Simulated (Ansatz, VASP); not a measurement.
## Two plane-wave programs on MgO

The input POSCAR:

```
MgO
1.0
    2.1022009534      2.1022009534      0.0000000000
   -2.1022009534      2.1022009534      0.0000000000
    0.0000000000      0.0000000000      4.2044019069
Mg O
2 2
Direct
    0.0000000000      0.0000000000      0.0000000000
    0.5000000000      0.5000000000      0.5000000000
    0.5000000000      0.5000000000      0.0000000000
    0.0000000000      0.0000000000      0.5000000000
```

INCAR.step1

```
PREC = Accurate
ENCUT = 520
ISMEAR = 0
SIGMA = 0.02
LREAL = False
LASPH = True
NELM = 60
NBANDS = 16
GGA = PE
ALGO = Normal
EDIFF = 1E-4
LWAVE = True
LCHARG = False
```

File INCAR.step2:

```
PREC = Accurate
ENCUT = 520
EDIFF = 1E-6
ISMEAR = 0
SIGMA = 0.02
LREAL = False
LASPH = True
NELM = 60
ALGO = Normal
ISIF = 2
LWAVE = False
LCHARG = True
METAGGA = R2SCAN
LMIXTAU = True
LELF = True
LVHAR = True
NBANDS = 16
ISTART = 1
```

File KPOINTS:

```
Automatic mesh
0
Gamma
  8 8 6
```

Input for Ansatz:

```yaml
crystal:
  lattice:
    - [2.1022009521, 2.1022009521, 0.0]
    - [-2.1022009521, 2.1022009521, 0.0]
    - [0.0, 0.0, 4.2044019043]
  atoms:
    - { symbol: Mg, position: [0.0, 0.0, 0.0] }
    - { symbol: Mg, position: [0.5, 0.5, 0.5] }
    - { symbol: O, position: [0.5, 0.5, 0.0] }
    - { symbol: O, position: [0.0, 0.0, 0.5] }
basis:
  ecutwfc: 500
kpoints:
  mp_grid: { grid: [8, 8, 6] }
hamiltonian:
  xc: r2scan
scf:
  occupations: { method: gaussian, width: 0.02 }
output:
  forces: true
  stress: true
  eigenvalues: true
  write_density: true
  write_potential: true
  elf: true
  volumetric_format: npy
```

Alike in both runs: task single point; functional r2SCAN; k mesh 8 × 8 × 6; occupations gaussian, width 0.02 eV; no spin polarisation.

```csv
,VASP,Ansatz
version,VASP 6.6.1,Ansatz 0.2.0
potentials or method,"VASP PAW PBE potentials, release 64 (Mg, O), cutoff 520 eV","scalar-relativistic, plane waves, PAW"
valence electrons in the cell,16,32
```

```tsv
	VASP	Ansatz	Ansatz less VASP
gap on the k mesh at the Fermi level (eV)	5.66	5.68	+0.026
least direct gap on the mesh (eV)	5.66	5.68	+0.026
pressure (GPa)	-1.1	0.0	+1.15
```

VASP's potentials were made for PBE, not for r2SCAN. With one functional, cell and mesh, what is left measures potentials, basis and numerics. VASP's potentials hold 16 valence electrons a cell and Ansatz's 32, so a difference there can come from the potentials and not from the codes.
